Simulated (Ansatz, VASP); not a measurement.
Two plane-wave programs on MgS

```xyz
2
Lattice="3.2740 0.0000 0.0000 0.0000 3.2740 0.0000 0.0000 0.0000 3.2740" Properties=species:S:1:pos:R:3 pbc="T T T"
Mg    0.0000    0.0000    0.0000
S     1.6370    1.6370    1.6370
```

Alike in both runs: task single point; functional PBE; k mesh 6 × 6 × 6; occupations fermi-dirac, width 0.02 eV; no spin polarisation.

|  | VASP | Ansatz |
| --- | --- | --- |
| version | VASP 6.6.1 | Ansatz 0.2.0 |
| potentials or method | VASP PAW PBE potentials, release 64 (Mg, S) | plane waves, PAW |
| plane-wave cutoff (eV) | 520 | 420 |
| valence electrons in the cell | 8 | 16 |

|  | VASP | Ansatz | Ansatz less VASP |
| --- | --- | --- | --- |
| pressure (GPa) | -0.4 | 0.0 | +0.37 |

With one functional, cell and mesh, what is left measures potentials, basis and numerics. VASP's potentials hold 8 valence electrons a cell and Ansatz's 16, so a difference there can come from the potentials and not from the codes.
